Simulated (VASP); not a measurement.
# Zr2O (P4_2/nnm) in VASP: further runs

The runs below take Zr2O through single point, with PBEsol.

Program: VASP 6.6.1. These are calculated values, not measurements. Logs are shortened: lines on timing, memory, paths and dates and some standing lists are left out, and cuts for length are marked.

## Step 1: The cell of the first run

Symmetry: P4_2/nnm, No. 134, tetragonal system. Conventional cell: a = 4.728 Å, b = 4.728 Å, c = 4.944 Å, α = 90.00°, β = 90.00°, γ = 90.00°. Zr (site symmetry 2/m) has 2 O at 2.08 Å within 2.8 Å. Within 2.8 Å of O (site symmetry -42m) lie 4 Zr at 2.08 Å.

## Step 2: Single point, PBEsol (strain -0.015 along x and y, +0.030 along z)

Contents of INCAR:

```
PREC = Accurate ; ENCUT = 520
EDIFF = 1E-6 ; ISMEAR = 0
SIGMA = 0.15 ; LREAL = F
LASPH = T ; NELM = 100
ALGO = Normal ; ISIF = 2
LWAVE = F ; LCHARG = F
GGA = PS ; NBANDS = 39
```

Contents of KPOINTS:

```
Automatic mesh
0
Gamma
  10 10 10
```

Contents of POSCAR:

```
Zr2O
1.0
    4.7282838620      0.0000000000      0.0000000000
    0.0000000000      4.7282838620      0.0000000000
    0.0000000000      0.0000000000      4.9442968303
Zr O
4 2
Direct
    0.2500000000      0.2500000000      0.7500000000
    0.7500000000      0.2500000000      0.2500000000
    0.2500000000      0.7500000000      0.2500000000
    0.7500000000      0.7500000000      0.7500000000
    0.0000000000      0.0000000000      0.0000000000
    0.5000000000      0.5000000000      0.5000000000
```

Potentials or basis: VASP PAW PBE potentials, release 64 (Zr_sv, O).

Launch:

```
$ cat potpaw_PBE.64/Zr_sv/POTCAR potpaw_PBE.64/O/POTCAR > POTCAR
$ mpirun -np 1 vasp_std > vasp.out
```

OUTCAR:

```text
PREC = Accurate
   ENCUT = 520
   EDIFF = 1E-6
   ISMEAR = 0
   LREAL = F
   LASPH = T
   NELM = 100
   ISIF = 2
   GGA = PS

 ion  position               nearest neighbor table
   1  0.250  0.250  0.750-   5 2.08   6 2.08   4 3.34   4 3.34   4 3.34   4 3.34   3 3.42   3 3.42
                             3 3.42   3 3.42   2 3.42   2 3.42   2 3.42   2 3.42
   2  0.750  0.250  0.250-   5 2.08   6 2.08   3 3.34   3 3.34   3 3.34   3 3.34   4 3.42   1 3.42
                             4 3.42   4 3.42   1 3.42   4 3.42   1 3.42   1 3.42
   3  0.250  0.750  0.250-   5 2.08   6 2.08   2 3.34   2 3.34   2 3.34   2 3.34   4 3.42   1 3.42
                             1 3.42   1 3.42   4 3.42   4 3.42   4 3.42   1 3.42
   4  0.750  0.750  0.750-   5 2.08   6 2.08   1 3.34   1 3.34   1 3.34   1 3.34   3 3.42   2 3.42
                             2 3.42   2 3.42   3 3.42   3 3.42   3 3.42   2 3.42
   5  0.000  0.000  0.000-   1 2.08   2 2.08   3 2.08   4 2.08
   6  0.500  0.500  0.500-   1 2.08   2 2.08   3 2.08   4 2.08

  LATTYP: Found a simple tetragonal cell.
 ALAT       =     4.7282838620
 C/A-ratio  =     1.0456852792

  Lattice vectors:

 A1 = (   4.7282838620,   0.0000000000,   0.0000000000)
 A2 = (   0.0000000000,   4.7282838620,   0.0000000000)
 A3 = (   0.0000000000,   0.0000000000,   4.9442968303)

Analysis of symmetry for initial positions (statically):
=====================================================================
 Subroutine PRICEL returns:
 Original cell was already a primitive cell.

 Routine SETGRP: Setting up the symmetry group for a
 simple tetragonal supercell.

 Subroutine GETGRP returns: Found 16 space group operations
 (whereof  8 operations were pure point group operations)
 out of a pool of 16 trial point group operations.

The static configuration has the point symmetry D_2d.
 The point group associated with its full space group is D_4h.

Analysis of symmetry for dynamics (positions and initial velocities):
=====================================================================
 Subroutine PRICEL returns:
 Original cell was already a primitive cell.

 Routine SETGRP: Setting up the symmetry group for a
 simple tetragonal supercell.

 Subroutine GETGRP returns: Found 16 space group operations
 (whereof  8 operations were pure point group operations)
 out of a pool of 16 trial point group operations.

The dynamic configuration has the point symmetry D_2d.
 The point group associated with its full space group is D_4h.

 Subroutine INISYM returns: Found 16 space group operations
 (whereof  8 operations are pure point group operations),
 and found     1 'primitive' translations

----------------------------------------------------------------------------------------

                                     Primitive cell

  volume of cell :     110.5380

  direct lattice vectors                    reciprocal lattice vectors
     4.728283862  0.000000000  0.000000000     0.211493224  0.000000000  0.000000000
     0.000000000  4.728283862  0.000000000     0.000000000  0.211493224  0.000000000
     0.000000000  0.000000000  4.944296830     0.000000000  0.000000000  0.202253229

  length of vectors
     4.728283862  4.728283862  4.944296830     0.211493224  0.211493224  0.202253229

  position of ions in fractional coordinates (direct lattice)
     0.250000000  0.250000000  0.750000000
     0.750000000  0.250000000  0.250000000
     0.250000000  0.750000000  0.250000000
     0.750000000  0.750000000  0.750000000
     0.000000000  0.000000000  0.000000000
     0.500000000  0.500000000  0.500000000

  ion indices of the primitive-cell ions
   primitive index   ion index
                 1           1
                 2           2
                 3           3
                 4           4
                 5           5
                 6           6

----------------------------------------------------------------------------------------

 KPOINTS: Automatic mesh

Automatic generation of k-mesh.
 Grid dimensions read from file:
 generate k-points for:   10   10   10

 Generating k-lattice:

  Cartesian coordinates                     Fractional coordinates (reciprocal lattice)
     0.021149322  0.000000000  0.000000000     0.100000000  0.000000000  0.000000000
     0.000000000  0.021149322  0.000000000     0.000000000  0.100000000  0.000000000
     0.000000000  0.000000000  0.020225323     0.000000000  0.000000000  0.100000000

  Length of vectors
     0.021149322  0.021149322  0.020225323

  Shift w.r.t. Gamma in fractional coordinates (k-lattice)
     0.000000000  0.000000000  0.000000000

 Subroutine IBZKPT returns following result:
 ===========================================

 Found    126 irreducible k-points:

 Following reciprocal coordinates:
            Coordinates               Weight
  0.000000  0.000000  0.000000      1.000000
  0.100000  0.000000  0.000000      4.000000
  0.200000  0.000000  0.000000      4.000000
[... 39 lines left out ...]
   EFERMI =   0.00;   METHOD = LEGACY
   ISMEAR =     0;   SIGMA  =   0.15  broadening in eV -4-tet -1-fermi 0-gaus
   EFERMI_NEDOS =   21; number of points for ismear=-14 and -15
   IALGO  =     38    algorithm
   IMIX   =      4    mixing-type and parameters
     AMIX     =   0.40;   BMIX     =  1.00
     AMIX_MAG =   1.60;   BMIX_MAG =  1.00
  volume/ion in A,a.u.               =      18.42       124.32
  Fermi-wavevector in a.u.,A,eV,Ry     =   1.335431  2.523598 24.264294  1.783375
  Thomas-Fermi vector in A             =   2.464135
   LORBIT       =      0    0 simple, 1 ext, 2 COOP (PROOUT), +10 PAW based schemes
   GGA     = PS    functional components
   LHFCALC =     F    Hartree Fock is set to
   AEXX    =    0.0000 exact exchange contribution
   IVDW    =     0    specifies the selected vdW correction
   LEPSILON=     F    determine dielectric tensor
   LRPA    =     F    only Hartree local field effects (RPA)
 non-spin polarized calculation
 Gauss-broadening in eV      SIGMA  =   0.15
  energy-cutoff  :      520.00
  volume of cell :      110.54
 maximum number of plane-waves:      3010
 NGX is ok and might be reduce to    36
   NGX = 17   NGY = 17   NGZ = 19

 number of electron      59.9999994 magnetization

 Free energy of the ion-electron system (eV)
  ---------------------------------------------------
  ext. energy  EPLUGINS =         0.00000000
  ---------------------------------------------------
  free energy    TOTEN  =       -56.58188054 eV

  energy without entropy =      -56.47993022  energy(sigma->0) =      -56.53090538

 E-fermi :   8.3176     XC(G=0): -11.0988

 val. band max:        8.3149159418   @ k =   0.5000   0.1000   0.4000
 cond. band min:       8.3182524812   @ k =   0.3000   0.2000   0.2000
 fundamental gap:      0.0033365394
 Fermi energy:         8.3176051692

 k-point     1 :       0.0000    0.0000    0.0000
  band No.  band energies     occupation
      1     -40.7517      2.00000
      2     -40.6510      2.00000
      3     -40.6365      2.00000
      4     -40.6365      2.00000
      5     -20.1691      2.00000
      6     -19.0202      2.00000
[... 31 lines left out ...]
     38      12.2282      0.00000
     39      12.2597      0.00000

 k-point     2 :       0.1000    0.0000    0.0000
  band No.  band energies     occupation
      1     -40.7489      2.00000
      2     -40.6506      2.00000
      3     -40.6394      2.00000
      4     -40.6369      2.00000
      5     -20.1445      2.00000
      6     -19.0169      2.00000
[... 31 lines left out ...]
     38      12.1359      0.00000
     39      12.1641      0.00000

 k-point     3 :       0.2000    0.0000    0.0000
  band No.  band energies     occupation
      1     -40.7408      2.00000
      2     -40.6496      2.00000
      3     -40.6476      2.00000
      4     -40.6378      2.00000
      5     -20.0720      2.00000
      6     -19.0982      2.00000
[... 832 lines left out ...]
 k-point    23 :       0.1000    0.0000    0.1000
  band No.  band energies     occupation
      1     -40.7465      2.00000
      2     -40.6531      2.00000
      3     -40.6393      2.00000
      4     -40.6369      2.00000
      5     -20.1218      2.00000
      6     -19.0650      2.00000
[... 31 lines left out ...]
     38      11.9943      0.00000
     39      12.0132      0.00000

 k-point    24 :       0.2000    0.0000    0.1000
  band No.  band energies     occupation
      1     -40.7386      2.00000
      2     -40.6520      2.00000
      3     -40.6472      2.00000
      4     -40.6381      2.00000
      5     -20.0525      2.00000
      6     -19.1356      2.00000
[... 31 lines left out ...]
     38      11.6562      0.00000
     39      11.7389      0.00000

 [... further k-points ...]

------------------------ aborting loop because EDIFF is reached ----------------------------------------

  FORCE on cell =-STRESS in cart. coord.  units (eV):
  Direction    XX          YY          ZZ          XY          YZ          ZX
  --------------------------------------------------------------------------------------
  -------------------------------------------------------------------------------------
  Total        0.7229212      0.7229212     -0.9815316      0.0000000      0.0000000      0.0000000
  in kB       10.4782777     10.4782777    -14.2266704      0.0000000      0.0000000      0.0000000
  external PRESSURE =       2.2432950 kB  Pullay stress =       0.0000000 kB

 VOLUME and BASIS-vectors are now :
 -----------------------------------------------------------------------------
  energy-cutoff  :      520.00
  volume of cell :      110.54
      direct lattice vectors                 reciprocal lattice vectors
     4.728283862  0.000000000  0.000000000     0.211493224  0.000000000  0.000000000
     0.000000000  4.728283862  0.000000000     0.000000000  0.211493224  0.000000000
     0.000000000  0.000000000  4.944296830     0.000000000  0.000000000  0.202253229

 POSITION                                       TOTAL-FORCE (eV/Angst)
 -----------------------------------------------------------------------------------
      1.18207      1.18207      3.70822        -0.000000      0.000000      0.000000
      3.54621      1.18207      1.23607        -0.000000     -0.000000      0.000000
      1.18207      3.54621      1.23607         0.000000     -0.000000     -0.000000
      3.54621      3.54621      3.70822        -0.000000      0.000000      0.000000
      0.00000      0.00000      0.00000         0.000000      0.000000      0.000000
      2.36414      2.36414      2.47215         0.000000      0.000000      0.000000
 -----------------------------------------------------------------------------------
    total drift:                                0.000000     -0.000000      0.000000

  FREE ENERGIE OF THE ION-ELECTRON SYSTEM (eV)
  ---------------------------------------------------
  free  energy   TOTEN  =       -56.5818805447 eV

  energy  without entropy=      -56.4799302166  energy(sigma->0) =      -56.53090538
```

Run time: 2.7 min. Hardware: 1 thread of Intel Xeon 6975P-C (Granite Rapids), shared host; peak memory 0.5 GiB.

What came out:

* Free energy: -56.5819 eV
* Pressure: 0.2 GPa
* Band gap on the k mesh: zero (band 30 reaches 8.81 eV, above the bottom of band 31 at 8.07 eV)

Levels at points of the mesh, in eV from the Fermi level:
| k point | band 28 | band 29 | band 30 | band 31 | band 32 | band 33 |
| --- | --- | --- | --- | --- | --- | --- |
| (0.00, 0.00, 0.00) | -1.83 | -1.64 | -1.64 | 1.73 | 2.07 | 2.10 |
| (0.50, 0.00, 0.00) | -0.67 | -0.23 | -0.23 | -0.14 | -0.14 | 1.28 |
| (0.50, 0.50, 0.00) | -1.42 | -0.03 | -0.03 | 0.21 | 0.21 | 0.83 |
| (0.00, 0.00, 0.50) | -0.64 | -0.37 | -0.37 | -0.25 | -0.25 | 0.97 |
| (0.50, 0.00, 0.50) | -1.41 | 0.05 | 0.05 | 0.13 | 0.13 | 0.84 |
| (0.50, 0.50, 0.50) | -0.04 | 0.36 | 0.49 | 0.49 | 0.81 | 1.41 |

Caveat: the cell differs from its parent crystal (strain -0.015 along x and y, +0.030 along z); the PAW data sets were made with another functional, which shifts forces and pressure a little.

## Step 3: Single point, PBEsol (strain -0.030 along x and y, +0.015 along z)

Contents of INCAR:

```
SYSTEM = Zr2O
PREC = Accurate
ENCUT = 520
EDIFF = 1E-6
ISMEAR = 0
SIGMA = 0.15
LREAL = .False.
LASPH = .True.
NELM = 60
ALGO = Normal
ISIF = 2
LWAVE = .False.
LCHARG = .True.
GGA = PS
LELF = .True.
LVHAR = .True.
NBANDS = 39
```

Contents of KPOINTS:

```
Automatic mesh
0
Gamma
  10 10 10
  0 0 0
```

POSCAR: that of step 2 with these lines changed.

```diff
@@ -2,5 +2,5 @@
 1.0
-    4.7282838620      0.0000000000      0.0000000000
-    0.0000000000      4.7282838620      0.0000000000
-    0.0000000000      0.0000000000      4.9442968303
+    4.6562795393      0.0000000000      0.0000000000
+    0.0000000000      4.6562795393      0.0000000000
+    0.0000000000      0.0000000000      4.8722925076
 Zr O
```

Potentials or basis: VASP PAW PBE potentials, release 64 (Zr_sv, O).

Launch:

```
$ cat potpaw_PBE.64/Zr_sv/POTCAR potpaw_PBE.64/O/POTCAR > POTCAR
$ mpirun -np 1 vasp_std > vasp.out
```

Run time: 5.5 min. Hardware: 1 thread of Intel Xeon Platinum 8259CL at 2.50GHz (Skylake/Cascade Lake), shared host; peak memory 0.47 GiB.

Results (log left out):

| Quantity | Value |
| --- | --- |
| Free energy | -56.4654 eV |
| Pressure | 7.3 GPa |
| Band gap on the k mesh | zero (band 30 reaches 9.31 eV, above the bottom of band 31 at 8.54 eV) |

Stress tensor (GPa, compression positive):
```
8.07 0.00 0.00
0.00 8.07 0.00
0.00 0.00 5.85
```

Levels at points of the mesh, in eV from the Fermi level:
```
           k point  band 26  band 27  band 28  band 29  band 30  band 31  band 32  band 33  band 34  band 35
(0.00, 0.00, 0.00)    -2.16    -2.07    -1.94    -1.75    -1.75     1.90     2.21     2.26     2.40     2.82
(0.50, 0.00, 0.00)    -2.65    -0.68    -0.68    -0.25    -0.25    -0.14    -0.14     1.34     1.34     1.88
(0.50, 0.50, 0.00)    -1.78    -1.43    -1.43    -0.04    -0.04     0.21     0.21     0.86     0.86     1.49
(0.00, 0.00, 0.50)    -2.85    -0.66    -0.66    -0.41    -0.41    -0.26    -0.26     1.01     1.01     1.84
(0.50, 0.00, 0.50)    -1.85    -1.42    -1.42     0.05     0.05     0.12     0.12     0.86     0.86     1.37
(0.50, 0.50, 0.50)    -2.52    -2.52    -0.07     0.35     0.50     0.50     0.84     1.52     1.67     1.67
```

Caveat: the cell differs from its parent crystal (strain -0.030 along x and y, +0.015 along z); the PAW data sets were made with another functional, which shifts forces and pressure a little.

## Step 4: Single point, PBEsol (strain +0.030 along x and y, +0.000 along z)

Contents of INCAR:

```
  PREC = Accurate
  ENCUT = 520
  EDIFF = 1E-7
  ISMEAR = 0
  SIGMA = 0.15
  LREAL = F
  LASPH = T
  NELM = 100
  ALGO = Normal
  ISIF = 2
  LWAVE = F
  LCHARG = F
  GGA = PS
  NBANDS = 39
```

Contents of KPOINTS:

```
Automatic mesh
0
Gamma
  10 10 10
```

POSCAR: that of step 3 with these lines changed.

```diff
@@ -2,5 +2,5 @@
 1.0
-    4.6562795393      0.0000000000      0.0000000000
-    0.0000000000      4.6562795393      0.0000000000
-    0.0000000000      0.0000000000      4.8722925076
+    4.9442968303      0.0000000000      0.0000000000
+    0.0000000000      4.9442968303      0.0000000000
+    0.0000000000      0.0000000000      4.8002881848
 Zr O
```

Launch:

```
$ cat potpaw_PBE.64/Zr_sv/POTCAR potpaw_PBE.64/O/POTCAR > POTCAR
$ mpirun -np 1 vasp_std > vasp.out
```

It took 5.5 min on 1 thread of AMD EPYC 9R45 (Zen 5), shared host; peak memory 0.5 GiB.

It converged, with:

```yaml
Free_energy: -56.4454 eV
Pressure: -7.3 GPa
Band_gap_on_the_k_mesh: zero (band 30 reaches 8.19 eV, above the bottom of band 31 at 7.50 eV)
```

Stress tensor (GPa, compression positive):
```
-7.82  0.00  0.00
 0.00 -7.82  0.00
 0.00  0.00 -6.24
```

Levels at points of the mesh, in eV from the Fermi level:
```csv
k point,band 26,band 27,band 28,band 29,band 30,band 31,band 32,band 33,band 34,band 35
"(0.00, 0.00, 0.00)",-1.86,-1.80,-1.61,-1.61,-1.50,1.59,1.80,2.06,2.31,2.31
"(0.50, 0.00, 0.00)",-2.65,-0.63,-0.63,-0.28,-0.28,-0.18,-0.18,1.03,1.03,1.64
"(0.50, 0.50, 0.00)",-1.81,-1.39,-1.39,0.07,0.07,0.12,0.12,0.81,0.81,1.22
"(0.00, 0.00, 0.50)",-2.52,-0.64,-0.64,-0.20,-0.20,-0.12,-0.12,1.23,1.23,1.68
"(0.50, 0.00, 0.50)",-1.75,-1.39,-1.39,0.01,0.01,0.17,0.17,0.80,0.80,1.31
"(0.50, 0.50, 0.50)",-2.37,-2.29,0.05,0.30,0.44,0.63,0.63,1.33,1.33,1.42
```

Caveat: the cell differs from its parent crystal (strain +0.030 along x and y, +0.000 along z); the PAW data sets were made with another functional, which shifts forces and pressure a little.

## Step 5: Single point, PBEsol (strain +0.015 along x and y, +0.030 along z)

Contents of INCAR:

```
SYSTEM = Zr2O
  PREC = Accurate
  ENCUT = 520
  EDIFF = 1E-7
  ISMEAR = 0
  SIGMA = 0.15
  LREAL = .False.
  LASPH = .True.
  NELM = 100
  ALGO = Normal
  ISIF = 2
  LWAVE = .False.
  LCHARG = .True.
  GGA = PS
  LELF = .True.
  LVHAR = .True.
  NBANDS = 39
```

Contents of KPOINTS:

```
regular mesh
0
Gamma
  10 10 10
  0 0 0
```

POSCAR: that of step 4 with these lines changed.

```diff
@@ -2,5 +2,5 @@
 1.0
-    4.9442968303      0.0000000000      0.0000000000
-    0.0000000000      4.9442968303      0.0000000000
-    0.0000000000      0.0000000000      4.8002881848
+    4.8722925076      0.0000000000      0.0000000000
+    0.0000000000      4.8722925076      0.0000000000
+    0.0000000000      0.0000000000      4.9442968303
 Zr O
```

Launch:

```
$ cat potpaw_PBE.64/Zr_sv/POTCAR potpaw_PBE.64/O/POTCAR > POTCAR
$ mpirun -np 1 vasp_std > vasp.out
```

It took 5.7 min on 1 thread of AMD EPYC 9R45 (Zen 5), shared host; peak memory 0.48 GiB.

It converged, with:

```yaml
Free_energy: -56.4528 eV
Pressure: -7.3 GPa
Band_gap_on_the_k_mesh: zero (band 30 reaches 8.23 eV, above the bottom of band 31 at 7.49 eV)
```

Stress tensor (GPa, compression positive):
```
-7.00  0.00  0.00
 0.00 -7.00  0.00
 0.00  0.00 -7.85
```

Levels at points of the mesh, in eV from the Fermi level:
```csv
k point,band 27,band 28,band 29,band 30,band 31,band 32,band 33,band 34
"(0.00, 0.00, 0.00)",-1.82,-1.61,-1.56,-1.56,1.64,1.74,2.14,2.30
"(0.50, 0.00, 0.00)",-0.64,-0.64,-0.24,-0.24,-0.15,-0.15,1.13,1.13
"(0.50, 0.50, 0.00)",-1.40,-1.40,0.01,0.01,0.16,0.16,0.80,0.80
"(0.00, 0.00, 0.50)",-0.63,-0.63,-0.29,-0.29,-0.18,-0.18,1.03,1.03
"(0.50, 0.00, 0.50)",-1.39,-1.39,0.03,0.03,0.14,0.14,0.80,0.80
"(0.50, 0.50, 0.50)",-2.33,0.11,0.23,0.53,0.53,0.63,1.33,1.37
```

Caveat: the cell differs from its parent crystal (strain +0.015 along x and y, +0.030 along z); the PAW data sets were made with another functional, which shifts forces and pressure a little.

## Step 6: Overview

| cell | gap on the mesh (eV) | pressure (GPa) |
| --- | --- | --- |
| a = 4.728, b = 4.728, c = 4.944 Å, 6 atoms | none | 0.2 |
| a = 4.656, b = 4.656, c = 4.872 Å, 6 atoms | none | 7.3 |
| a = 4.944, b = 4.944, c = 4.800 Å, 6 atoms | none | -7.3 |
| a = 4.872, b = 4.872, c = 4.944 Å, 6 atoms | none | -7.3 |

Alike in all rows: task single point; level PBEsol; potentials or basis VASP PAW PBE potentials, release 64 (Zr_sv, O); no spin polarisation; k mesh 10 × 10 × 10; cutoff (eV) 520; smearing gaussian 0.15 eV.

Caveats: the PAW data sets were made with another functional, which shifts forces and pressure a little.

Total energies depend on the potentials used, so only differences within one code and one set of settings carry meaning.
